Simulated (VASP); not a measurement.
BaH: relaxation of cell and atoms with PBE

Crystal: BaH.

```
CELL_PARAMETERS angstrom
4.77563 0.00000 0.00000
-2.38782 4.13582 0.00000
0.00000 0.00000 5.68889
ATOMIC_POSITIONS crystal
Ba 0.33333 0.66667 0.75000
Ba 0.66667 0.33333 0.25000
H 0.33333 0.66667 0.25000
H 0.66667 0.33333 0.75000
```

```
Program                : VASP 6.6.1
Task                   : relaxation of cell and atoms
Functional             : PBE
Potentials or basis    : VASP PAW PBE potentials, release 64 (Ba_sv, H)
Cutoff                 : 600 eV
k mesh                 : 12 × 12 × 8
Occupations            : gaussian, width 0.1 eV
Spin                   : no spin polarisation
Dipole correction      : no
Further INCAR settings : ALGO = Normal; EDIFF = 1e-06; IBRION = 2; EDIFFG = -0.01; NSW = 100; ISIF = 3
```

```json
{
  "Relaxed volume": "28.74 Å³/atom",
  "Relaxed cell": "a = 4.813 Å, b = 4.813 Å, c = 5.730 Å, α = 90.00°, β = 90.00°, γ = 120.00°",
  "Space group after relaxing (to 0.1 Å)": "P6_3/mmc (No. 194)",
  "Energy gained by relaxing": "1.0 meV/atom",
  "Ionic steps": "3",
  "Pressure after relaxing": "0.0 GPa",
  "Band gap on the k mesh": "zero (bands 11 and 12 overlap by 1.63 eV)"
}
```

The path:
```tsv
step	energy change (eV)	largest force (eV/Å)	pressure (GPa)	volume (Å³)
1	0.0000	0.0000	0.49	112.36
2	-0.0031	0.0000	0.21	113.77
3	-0.0038	0.0000	-0.01	114.97
```

Final structure:
```cif
data_structure
_symmetry_space_group_name_H-M 'P 1'
_symmetry_Int_Tables_number 1
_cell_length_a 4.8132
_cell_length_b 4.8132
_cell_length_c 5.7304
_cell_angle_alpha 90.000
_cell_angle_beta 90.000
_cell_angle_gamma 120.000
_cell_volume 114.97
loop_
_atom_site_label
_atom_site_type_symbol
_atom_site_fract_x
_atom_site_fract_y
_atom_site_fract_z
_atom_site_occupancy
Ba1 Ba 0.33333 0.66667 0.75000 1
Ba2 Ba 0.66667 0.33333 0.25000 1
H1 H 0.33333 0.66667 0.25000 1
H2 H 0.66667 0.33333 0.75000 1
```

Levels at points of the mesh, in eV from the Fermi level:
| k point | band 8 | band 9 | band 10 | band 11 | band 12 | band 13 | band 14 | band 15 |
| --- | --- | --- | --- | --- | --- | --- | --- | --- |
| (0.00, 0.00, 0.00) | -13.48 | -4.76 | -4.23 | 1.33 | 1.33 | 1.61 | 1.90 | 1.90 |
| (0.50, 0.00, 0.00) | -13.52 | -3.84 | -3.77 | -0.12 | 0.50 | 1.07 | 2.54 | 2.89 |
| (0.00, 0.00, 0.50) | -13.70 | -3.81 | -3.81 | 0.94 | 0.94 | 0.94 | 0.94 | 1.46 |
| (0.50, 0.00, 0.50) | -13.53 | -3.14 | -3.14 | -0.28 | -0.28 | 1.79 | 1.79 | 2.15 |

Wall time 5.4 min on 1 thread of Intel(R) Xeon(R) Platinum 8259CL CPU @ 2.50GHz (Skylake/Cascade Lake), with other jobs on the host, peak memory 0.4 GiB.

Caveat: spin-orbit coupling is left out, which moves the levels of the heavy elements.
